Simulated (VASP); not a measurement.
Hf, 1 atom in the cell. It takes space group Fm-3m (No. 225, cubic). Conventional cell: a = 4.485 Å, b = 4.485 Å, c = 4.485 Å, α = 90.00°, β = 90.00°, γ = 90.00°. Within 4.2 Å of Hf (site symmetry m-3m) lie 12 Hf at 3.17 Å. 

* Program: VASP 6.6.1
* Task: relaxation of cell and atoms
* Functional: PBE
* Potentials or basis: VASP PAW PBE potentials, release 64 (Hf_pv)
* Cutoff: 600 eV
* k mesh: 15 × 15 × 15
* Occupations: fermi-dirac, width 0.05 eV
* Spin: no spin polarisation
* Dipole correction: no
* Further INCAR settings: ALGO = Normal; EDIFF = 1e-06; IBRION = 2; EDIFFG = -0.005; NSW = 60; ISIF = 3

Potentials or basis: VASP PAW PBE potentials, release 64 (Hf_pv).

The run is started by

```bash
$ cat potpaw_PBE.64/Hf_pv/POTCAR > POTCAR
$ mpirun -np 1 vasp_std > vasp.out
```

Hardware: 1 thread of Intel(R) Xeon(R) 6975P-C (Granite Rapids), with other jobs on the host.

How long does it take, and how much memory?

Wall time 24 s on 1 thread of Intel(R) Xeon(R) 6975P-C (Granite Rapids), on a shared host, peak memory 0.18 GiB. Counts: scf iterations 22, k points 120, ion steps 3.
